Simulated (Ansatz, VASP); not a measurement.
# Two plane-wave programs on Ti2B2Os

INCAR

```
PREC = Accurate
ENCUT = 520
EDIFF = 1E-6
ISMEAR = 0
SIGMA = 0.1
LREAL = F
LASPH = T
NELM = 150
ALGO = Fast
ISIF = 2
LWAVE = F
LCHARG = T
ISPIN = 2
MAGMOM = 1 1 0 0 1
LORBIT = 11
LMAXMIX = 4
GGA = PE
LELF = T
LVHAR = T
NBANDS = 31
```

File KPOINTS:

```
Automatic mesh
0
Gamma
  6 6 4
```

The input POSCAR:

```
Ti2B2Os
1.0
    3.9691148495      0.0000000000      0.0000000000
   -1.9845574247      3.4373542902      0.0000000000
    0.0000000000      0.0000000000      4.3813949489
Ti B Os
2 2 1
Direct
    0.3333333333      0.6666666667      0.5000000000
    0.6666666667      0.3333333333      0.5000000000
    0.3333333333      0.6666666667      0.0000000000
    0.6666666667      0.3333333333      0.0000000000
    0.0000000000      0.0000000000      0.0000000000
```

Input for Ansatz:

```yaml
crystal:
  lattice:
    - [3.9691148495, 0.0, 0.0]
    - [-1.9845574247, 3.4373542902, 0.0]
    - [0.0, 0.0, 4.3813949489]
  atoms:
    - { symbol: Ti, position: [0.3333333333, 0.6666666667, 0.5], spin: 1.0 }
    - { symbol: Ti, position: [0.6666666667, 0.3333333333, 0.5], spin: 1.0 }
    - { symbol: B, position: [0.3333333333, 0.6666666667, 0.0] }
    - { symbol: B, position: [0.6666666667, 0.3333333333, 0.0] }
    - { symbol: Os, position: [0.0, 0.0, 0.0], spin: 1.0 }
basis:
  ecutwfc: 420
kpoints:
  mp_grid: { grid: [6, 6, 4] }
hamiltonian:
  xc: pbe
scf:
  occupations: { method: gaussian, width: 0.1 }
  lower_state_search: "off"
output:
  forces: true
  stress: true
  eigenvalues: true
  populations: true
magnetization:
  spin_polarized: true
```

Alike in both runs: task single point; functional PBE; k mesh 6 × 6 × 4; occupations gaussian, width 0.1 eV; collinear spin.

|  | VASP | Ansatz |
| --- | --- | --- |
| version | VASP 6.6.1 | Ansatz 0.2.0 |
| potentials or method | VASP PAW PBE potentials, release 64 (Ti_sv, B, Os), cutoff 520 eV | scalar-relativistic, plane waves, PAW |
| valence electrons in the cell | 38 | 46 |

```csv
,VASP,Ansatz,Ansatz less VASP
gap on the k mesh at the Fermi level (eV),none,none,-
pressure (GPa),1.3,1.1,-0.20
"traceless stress, the component that is largest in VASP (GPa)",-0.74,-0.52,+0.215
net moment per atom (μB),0.25,0.25,0.000
size of the moment on the site where the two differ most (μB),0.57,0.43,-0.143
```

Site moments also hang on the region over which each program counts them. A gap of «none» marks a metal or a gap that the smearing closes. The functional is the same, so the differences come from potentials, cutoffs and numerics. VASP's potentials hold 38 valence electrons a cell and Ansatz's 46, so a difference there can come from the potentials and not from the codes.

Neither program's run includes spin-orbit coupling.
